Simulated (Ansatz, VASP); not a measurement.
**Two plane-wave programs on Tl**

File INCAR:

```
ALGO = Normal ; EDIFF = 1E-6
ENCUT = 520 ; ISIF = 2
ISMEAR = -1 ; LASPH = True
LCHARG = False ; LREAL = False
LWAVE = False ; NBANDS = 20
NELM = 100 ; PREC = Accurate
SIGMA = 0.1
```

The input KPOINTS:

```
k-points
0
Gamma
  17 17 10
```

POSCAR

```
Tl
1.0
    3.3081665456      0.0000000000      0.0000000000
   -1.6540832728      2.8649562685      0.0000000000
    0.0000000000      0.0000000000      5.2938049596
Tl
2
Direct
    0.3333333333      0.6666666667      0.2500000000
    0.6666666667      0.3333333333      0.7500000000
```

Input for Ansatz:

```yaml
crystal:
  lattice:
    - [3.3081665456, 0.0, 0.0]
    - [-1.6540832728, 2.8649562685, 0.0]
    - [0.0, 0.0, 5.2938049596]
  atoms:
    - { symbol: Tl, position: [0.3333333333, 0.6666666667, 0.25] }
    - { symbol: Tl, position: [0.6666666667, 0.3333333333, 0.75] }
hamiltonian:
  xc: lda
  pseudopotentials:
    kind: paw
    azcp:
      Tl: "pseudopotentials/Tl.paw.azcp"
basis:
  ecutwfc: 420
  fft_grid_basis: typed
kpoints:
  mp_grid: { grid: [17, 17, 10], shift: [0, 0, 0] }
magnetization:
  spin_polarized: false
scf:
  occupations: { method: fermi_dirac, width: 0.1 }
output:
  stress: true
```

Alike in both runs: task single point; functional LDA; k mesh 17 × 17 × 10; occupations fermi-dirac, width 0.1 eV; no spin polarisation.

|  | VASP | Ansatz |
| --- | --- | --- |
| version | VASP 6.6.1 | Ansatz 0.2.0 |
| potentials or method | VASP PAW LDA potentials, release 64 (Tl_d), cutoff 520 eV | plane waves (420 eV) with PAW, scalar-relativistic |
| valence electrons in the cell | 26 | 26 |

```tsv
	VASP	Ansatz	Ansatz less VASP
pressure (GPa)	4.7	4.5	-0.17
traceless stress, the component that is largest in VASP (GPa)	0.12	0.09	-0.029
```

Ansatz warns that its potentials were made for another functional, while VASP's fit it. LDA's correlation is that of Perdew and Zunger in VASP and of Perdew and Wang (1992) in Ansatz.

Neither program's run includes spin-orbit coupling.
